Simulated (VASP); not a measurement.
# Cl (Pm-3m) in VASP: single point with LDA

Aim: the single point of Cl with LDA.

All numbers are computed with VASP 6.6.1; they aren't measurements. Logs are shortened: lines on timing, memory, paths and dates and some standing lists are left out, and cuts for length are marked.

**1. The cell of the first run**

Symmetry: Pm-3m, No. 221, cubic system. Conventional cell: a = 2.746 Å, b = 2.746 Å, c = 2.746 Å, α = 90.00°, β = 90.00°, γ = 90.00°. Within 3.6 Å of Cl (site symmetry m-3m) lie 6 Cl at 2.75 Å.

**2. Single point, LDA**

Contents of POSCAR:

```
Cl
1.0
    2.7458931992      0.0000000000      0.0000000000
    0.0000000000      2.7458931992      0.0000000000
    0.0000000000      0.0000000000      2.7458931992
Cl
1
Direct
    0.0000000000      0.0000000000      0.0000000000
```

Contents of INCAR.step1:

```
PREC     = Accurate       # precision mode
ENCUT    = 520            # plane-wave cutoff, eV
EDIFF    = 1E-7           # SCF threshold, eV
ISMEAR   = -1             # smearing method
SIGMA    = 0.08           # smearing width, eV
LREAL    = F              # projectors in reciprocal space
LASPH    = T              # aspherical terms in the spheres
NELM     = 60             # most SCF steps
ALGO     = Normal         # electronic algorithm
ISIF     = 2              # what is computed and relaxed
LWAVE    = F              # write WAVECAR
LCHARG   = T              # write CHGCAR
GGA      = CA             # functional
NBANDS   = 10             # bands
```

Contents of KPOINTS.step1:

```
Automatic mesh
0
Gamma
  15 15 15
```

Contents of INCAR.step2:

```
PREC     = Accurate       # precision mode
ENCUT    = 520            # plane-wave cutoff, eV
EDIFF    = 1E-7           # SCF threshold, eV
ISMEAR   = -5             # smearing method
SIGMA    = 0.08           # smearing width, eV
LREAL    = F              # projectors in reciprocal space
LASPH    = T              # aspherical terms in the spheres
NELM     = 60             # most SCF steps
ALGO     = Normal         # electronic algorithm
ISIF     = 2              # what is computed and relaxed
LWAVE    = F              # write WAVECAR
LCHARG   = F              # write CHGCAR
GGA      = CA             # functional
LORBIT   = 10             # projections on sites
NEDOS    = 2001           # points of the DOS
ICHARG   = 11             # starting density
```

Contents of KPOINTS.step2:

```
Automatic mesh
0
Gamma
  23 23 23
```

Potentials or basis: VASP PAW LDA potentials, release 64 (Cl).

The run is started by

```console
$ cat potpaw_LDA.64/Cl/POTCAR > POTCAR
$ cp INCAR.step1 INCAR
$ cp KPOINTS.step1 KPOINTS
$ mpirun -np 1 vasp_std > vasp.out
$ cp INCAR.step2 INCAR
$ cp KPOINTS.step2 KPOINTS
$ mpirun -np 1 vasp_std > vasp.out
```

OUTCAR:

```text
PREC = Accurate
   ENCUT = 520
   EDIFF = 1E-7
   ISMEAR = -5
   LREAL = F
   LASPH = T
   NELM = 60
   ISIF = 2
   GGA = CA
   LORBIT = 10
   ICHARG = 11

 ion  position               nearest neighbor table
   1  0.000  0.000  0.000-

  LATTYP: Found a simple cubic cell.
 ALAT       =     2.7458931992

  Lattice vectors:

 A1 = (   2.7458931992,   0.0000000000,   0.0000000000)
 A2 = (   0.0000000000,   2.7458931992,   0.0000000000)
 A3 = (   0.0000000000,   0.0000000000,   2.7458931992)

Analysis of symmetry for initial positions (statically):
=====================================================================
 Subroutine PRICEL returns:
 Original cell was already a primitive cell.

 Routine SETGRP: Setting up the symmetry group for a
 simple cubic supercell.

 Subroutine GETGRP returns: Found 48 space group operations
 (whereof 48 operations were pure point group operations)
 out of a pool of 48 trial point group operations.

The static configuration has the point symmetry O_h .

Analysis of symmetry for dynamics (positions and initial velocities):
=====================================================================
 Subroutine PRICEL returns:
 Original cell was already a primitive cell.

 Routine SETGRP: Setting up the symmetry group for a
 simple cubic supercell.

 Subroutine GETGRP returns: Found 48 space group operations
 (whereof 48 operations were pure point group operations)
 out of a pool of 48 trial point group operations.

The dynamic configuration has the point symmetry O_h .

 Subroutine INISYM returns: Found 48 space group operations
 (whereof 48 operations are pure point group operations),
 and found     1 'primitive' translations

----------------------------------------------------------------------------------------

                                     Primitive cell

  volume of cell :      20.7038

  direct lattice vectors                    reciprocal lattice vectors
     2.745893199  0.000000000  0.000000000     0.364180224  0.000000000  0.000000000
     0.000000000  2.745893199  0.000000000     0.000000000  0.364180224  0.000000000
     0.000000000  0.000000000  2.745893199     0.000000000  0.000000000  0.364180224

  length of vectors
     2.745893199  2.745893199  2.745893199     0.364180224  0.364180224  0.364180224

  position of ions in fractional coordinates (direct lattice)
     0.000000000  0.000000000  0.000000000

  ion indices of the primitive-cell ions
   primitive index   ion index
                 1           1

----------------------------------------------------------------------------------------

 KPOINTS: Automatic mesh

Automatic generation of k-mesh.
 Grid dimensions read from file:
 generate k-points for:   23   23   23

 Generating k-lattice:

  Cartesian coordinates                     Fractional coordinates (reciprocal lattice)
     0.015833923  0.000000000  0.000000000     0.043478261  0.000000000  0.000000000
     0.000000000  0.015833923  0.000000000     0.000000000  0.043478261  0.000000000
     0.000000000  0.000000000  0.015833923     0.000000000  0.000000000  0.043478261

  Length of vectors
     0.015833923  0.015833923  0.015833923

  Shift w.r.t. Gamma in fractional coordinates (k-lattice)
     0.000000000  0.000000000  0.000000000

 TETIRR: Found   6051 inequivalent tetrahedra from    73002

 Subroutine IBZKPT returns following result:
 ===========================================

 Found    364 irreducible k-points:

 Following reciprocal coordinates:
            Coordinates               Weight
  0.000000  0.000000  0.000000      1.000000
  0.043478  0.000000  0.000000      6.000000
  0.086957  0.000000  0.000000      6.000000
  0.130435  0.000000  0.000000      6.000000
  0.173913  0.000000  0.000000      6.000000
  0.217391  0.000000  0.000000      6.000000
[... 16 lines left out ...]
  0.478261  0.043478  0.000000     24.000000
  0.086957  0.086957  0.000000     12.000000
 [... further k-points ...]
   k-points           NKPTS =    364   k-points in BZ     NKDIM =    364   number of bands    NBANDS=      7
   number of dos      NEDOS =   2001   number of ions     NIONS =      1
   total plane-waves  NPLWV =   8000
   dimension x,y,z NGX =    20 NGY =   20 NGZ =   20
   dimension x,y,z NGXF=    40 NGYF=   40 NGZF=   40
   ions per type =               1
   NGX,Y,Z   is equivalent  to a cutoff of  12.11, 12.11, 12.11 a.u.
   NGXF,Y,Z  is equivalent  to a cutoff of  24.22, 24.22, 24.22 a.u.
 SYSTEM =  unknown system
   PREC   = accura    normal or accurate (medium, high low for compatibility)
   ISTART =      0    job   : 0-new  1-cont  2-samecut
   ICHARG =     11    charge: 1-file 2-atom 10-const
   ISPIN  =      1    spin polarized calculation?
   LNONCOLLINEAR =      F non collinear calculations
   LSORBIT =      F    spin-orbit coupling
   LASPH  =      T    aspherical Exc in radial PAW
   ENCUT  =  520.0 eV  38.22 Ry    6.18 a.u.   5.11  5.11  5.11*2*pi/ulx,y,z
   NELM   =     60;   NELMIN=  2; NELMDL=  0     # of ELM steps
   EDIFF  = 0.1E-06   stopping-criterion for ELM
   LREAL  =      F    real-space projection
   EDIFFG = 0.1E-05   stopping-criterion for IOM
   NSW    =      0    number of steps for IOM
   IBRION =     -1    ionic relax: 0-MD 1-quasi-New 2-CG
   NFREE  =      0    steps in history (QN), initial steepest desc. (CG)
   ISIF   =      2    stress and relaxation
   ISYM   =      2    0-nonsym 1-usesym 2-fastsym
   POTIM  = 0.5000    time-step for ionic-motion
   TEBEG  =    0.0;   TEEND  =   0.0 temperature during run
   PSTRESS=    0.0 pullay stress
   NELECT =       7.0000    total number of electrons
   NUPDOWN=      -1.0000    fix difference up-down
   EMIN   =  10.00;   EMAX   =-10.00  energy-range for DOS
   EFERMI =   0.00;   METHOD = LEGACY
   ISMEAR =    -5;   SIGMA  =   0.08  broadening in eV -4-tet -1-fermi 0-gaus
   EFERMI_NEDOS =   21; number of points for ismear=-14 and -15
   IALGO  =     38    algorithm
   IMIX   =      4    mixing-type and parameters
     AMIX     =   0.40;   BMIX     =  1.00
     AMIX_MAG =   1.60;   BMIX_MAG =  1.00
  volume/ion in A,a.u.               =      20.70       139.72
  Fermi-wavevector in a.u.,A,eV,Ry     =   1.140488  2.155209 17.697258  1.300712
  Thomas-Fermi vector in A             =   2.277189
   LORBIT       =     10    0 simple, 1 ext, 2 COOP (PROOUT), +10 PAW based schemes
   GGA     = CA    functional components
   LHFCALC =     F    Hartree Fock is set to
   AEXX    =    0.0000 exact exchange contribution
   IVDW    =     0    specifies the selected vdW correction
   LEPSILON=     F    determine dielectric tensor
   LRPA    =     F    only Hartree local field effects (RPA)
 non-spin polarized calculation
 Fermi weights with tetrahedron method with Bloechl corrections
  energy-cutoff  :      520.00
  volume of cell :       20.70
 maximum number of plane-waves:       587

 number of electron       7.0000003 magnetization

 Free energy of the ion-electron system (eV)
  ---------------------------------------------------
  ext. energy  EPLUGINS =         0.00000000
  ---------------------------------------------------
  free energy    TOTEN  =        -1.76107839 eV

  energy without entropy =       -1.76107839  energy(sigma->0) =       -1.76107839

 E-fermi :   2.7154     XC(G=0):  -9.9554

 val. band max:        2.7987149187   @ k =   0.4348   0.0870   0.0870
 cond. band min:       2.6487416570   @ k =   0.3478   0.0870   0.0870
 fundamental gap:     -0.1499732617
 Fermi energy:         2.7154377900

 k-point     1 :       0.0000    0.0000    0.0000
  band No.  band energies     occupation
      1     -13.8864      2.00000
      2       2.5562      2.00000
      3       2.5562      2.00000
      4       2.5562      2.00000
      5      10.8039      0.00000
      6      12.3902      0.00000
      7      12.3902      0.00000

 k-point     2 :       0.0435    0.0000    0.0000
  band No.  band energies     occupation
      1     -13.8651      2.00000
      2       2.3832      2.00000
      3       2.5690      2.00000
      4       2.5690      2.00000
      5      10.8942      0.00000
      6      12.4151      0.00000
      7      12.5490      0.00000

 k-point     3 :       0.0870    0.0000    0.0000
  band No.  band energies     occupation
      1     -13.8019      2.00000
      2       1.9119      2.00000
      3       2.6065      2.00000
      4       2.6065      2.00000
      5      11.1078      0.00000
      6      12.4887      0.00000
      7      13.0290      0.00000

 k-point     4 :       0.1304    0.0000    0.0000
  band No.  band energies     occupation
      1     -13.6989      2.00000
      2       1.2455      2.00000
      3       2.6668      1.99101
      4       2.6668      2.01553
      5      11.3662      0.00000
      6      12.6088      0.00000
      7      13.7888      0.00000

 k-point     5 :       0.1739    0.0000    0.0000
  band No.  band energies     occupation
      1     -13.5601      2.00000
      2       0.4817      2.00000
      3       2.7465      1.51169
      4       2.7465      0.49687
      5      11.6510      0.00000
      6      12.7714      0.00000
      7      14.7128      0.00000

 k-point     6 :       0.2174    0.0000    0.0000
  band No.  band energies     occupation
      1     -13.3915      2.00000
      2      -0.3079      2.00000
      3       2.8409     -0.15637
      4       2.8409     -0.05925
      5      11.9716      0.00000
      6      12.9701      0.00000
      7      15.6525      0.00000

 k-point     7 :       0.2609    0.0000    0.0000
  band No.  band energies     occupation
      1     -13.2015      2.00000
      2      -1.0735      2.00000
      3       2.9440     -0.12859
      4       2.9440     -0.00236
      5      12.3357      0.00000
      6      13.1959      0.00000
      7      16.4384      0.00000
[... 121 lines left out ...]
 k-point    20 :       0.3478    0.0435    0.0000
  band No.  band energies     occupation
      1     -12.7861      2.00000
      2      -2.3702      2.00000
      3       2.9978     -0.07459
      4       3.1579      0.00000
      5      13.2515      0.00000
      6      13.7911      0.00000
      7      16.7362      0.00000

 k-point    21 :       0.3913    0.0435    0.0000
  band No.  band energies     occupation
      1     -12.6141      2.00000
      2      -2.8620      2.00000
      3       3.0845     -0.09763
      4       3.2406      0.00000
      5      13.7143      0.00000
      6      14.0088      0.00000
      7      16.4177      0.00000

 k-point    22 :       0.4348    0.0435    0.0000
  band No.  band energies     occupation
      1     -12.4844      2.00000
      2      -3.2080      2.00000
      3       3.1477     -0.02917
      4       3.3008      0.00000
      5      14.1080      0.00000
      6      14.2562      0.00000
      7      15.9935      0.00000

 k-point    23 :       0.4783    0.0435    0.0000
  band No.  band energies     occupation
      1     -12.4142      2.00000
      2      -3.3871      2.00000
      3       3.1810      0.00000
      4       3.3325      0.00000
      5      14.2281      0.00000
      6      14.6356      0.00000
      7      15.6021      0.00000

 k-point    24 :       0.0870    0.0870    0.0000
  band No.  band energies     occupation
      1     -13.7175      2.00000
      2       1.9352      2.00000
      3       2.0024      2.00000
      4       2.6564      1.99860
      5      11.4309      0.00000
      6      12.8924      0.00000
      7      13.3177      0.00000

 [... further k-points ...]
[... 5 lines left out ...]
  --------------------------------------------------------------------------------------
  -------------------------------------------------------------------------------------
  Total       -0.0304435     -0.0304435     -0.0304435      0.0000000      0.0000000     -0.0000000
  in kB       -2.3558847     -2.3558847     -2.3558847      0.0000000      0.0000000     -0.0000000
  external PRESSURE =      -2.3558847 kB  Pullay stress =       0.0000000 kB

 VOLUME and BASIS-vectors are now :
 -----------------------------------------------------------------------------
  energy-cutoff  :      520.00
  volume of cell :       20.70
      direct lattice vectors                 reciprocal lattice vectors
     2.745893199  0.000000000  0.000000000     0.364180224  0.000000000  0.000000000
     0.000000000  2.745893199  0.000000000     0.000000000  0.364180224  0.000000000
     0.000000000  0.000000000  2.745893199     0.000000000  0.000000000  0.364180224

 POSITION                                       TOTAL-FORCE (eV/Angst)
 -----------------------------------------------------------------------------------
      0.00000      0.00000      0.00000         0.000000      0.000000      0.000000
 -----------------------------------------------------------------------------------
    total drift:                               -0.000000     -0.000000      0.000000

  FREE ENERGIE OF THE ION-ELECTRON SYSTEM (eV)
  ---------------------------------------------------
  free  energy   TOTEN  =        -1.7610783919 eV

  energy  without entropy=       -1.7610783919  energy(sigma->0) =       -1.76107839

 total charge

# of ion       s       p       d       tot
------------------------------------------
    1        1.648   3.238   0.000   4.886
```

Wall time 31 s (1 thread of Intel Xeon 8259CL, shared host); peak memory 0.16 GiB.

What came out:

| Property | Result |
| --- | --- |
| Valence electrons inside the program's atomic spheres | Cl 4.89 |

Caveat: an odd number of electrons without spin polarisation forces a metal; a magnetic or distorted state may lie lower.
